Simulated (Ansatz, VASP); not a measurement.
## One calculation of MoS2, two programs

Contents of POSCAR:

```
MoS2
1.0
    3.1059543044      0.0000000000      0.0000000000
   -1.5529771522      2.6898353306      0.0000000000
    0.0000000000      0.0000000000      6.6704083680
Mo S
1 2
Direct
    0.0000000000      0.0000000000      0.0000000000
    0.3333333333      0.6666666667      0.2361469467
    0.3333333333      0.6666666667      0.7638530533
```

Contents of INCAR.step1:

```
SYSTEM = MoS2
  PREC = Accurate
  ENCUT = 400
  EDIFF = 1E-5
  ISMEAR = 0
  SIGMA = 0.01
  LREAL = .False.
  LASPH = .True.
  NELM = 120
  ALGO = Normal
  ISIF = 2
  LWAVE = .True.
  NBANDS = 20
  GGA = PE
  GGA_COMPAT = .False.
```

File INCAR.step2:

```
SYSTEM = MoS2
  PREC = Accurate
  ENCUT = 400
  EDIFF = 1E-6
  ISMEAR = 0
  SIGMA = 0.01
  LREAL = .False.
  LASPH = .True.
  NELM = 120
  ALGO = Normal
  ISIF = 2
  LWAVE = .False.
  LCHARG = .True.
  GGA = PE
  LHFCALC = .True.
  HFSCREEN = 0.2079
  PRECFOCK = Normal
  LELF = .True.
  LVHAR = .True.
  NBANDS = 20
  ISTART = 1
  GGA_COMPAT = .False.
```

File KPOINTS:

```
regular mesh
0
Gamma
  6 6 4
  0 0 0
```

Input for Ansatz:

```yaml
crystal:
  lattice:
    - [3.1059543044, 0.0, 0.0]
    - [-1.5529771522, 2.6898353306, 0.0]
    - [0.0, 0.0, 6.670408368]
  atoms:
    - { symbol: Mo, position: [0.0, 0.0, 0.0] }
    - { symbol: S, position: [0.3333333333, 0.6666666667, 0.2361469467] }
    - { symbol: S, position: [0.3333333333, 0.6666666667, 0.7638530533] }
kpoints:
  mp_grid: { grid: [6, 6, 4] }
  band_path:
    path:
      - [0.0, 0.0, 0.0]
      - [0.5, 0.0, 0.0]
      - [0.3333333333, 0.3333333333, 0.0]
      - [0.0, 0.0, 0.5]
      - [0.5, 0.0, 0.5]
      - [0.3333333333, 0.3333333333, 0.5]
      - [0.174479, 0.174479, 0.0]
    npoints: 1
hamiltonian:
  xc: hse06
scf:
  occupations: { method: fixed }
  n_extra_bands: 4
output:
  forces: true
  stress: true
  eigenvalues: true
```

Change from the starting cell: hydrostatic strain -2.0%.

Alike in both runs: task single point; functional HSE06; k mesh 6 × 6 × 4; no spin polarisation.

|  | VASP | Ansatz |
| --- | --- | --- |
| version | VASP 6.6.1 | Ansatz 0.2.0 |
| potentials or method | VASP PAW PBE potentials, release 64 (Mo_sv, S) | plane waves, PAW |
| plane-wave cutoff (eV) | 400 | 420 |
| occupations | gaussian, width 0.01 eV | fixed |
| valence electrons in the cell | 26 | 26 |

```csv
,VASP,Ansatz,Ansatz less VASP
gap on the k mesh at the Fermi level (eV),1.90,1.89,-0.008
pressure (GPa),1.7,2.2,+0.46
"traceless stress, the component that is largest in VASP (GPa)",-2.74,-2.64,+0.104
rms of the force components (eV/Å),0.203,0.191,-0.0123
```

Atom by atom the forces differ by 0.012 eV/Å (rms over components). Ansatz's warnings: stress exchange threshold loose, stress scf threshold loose.
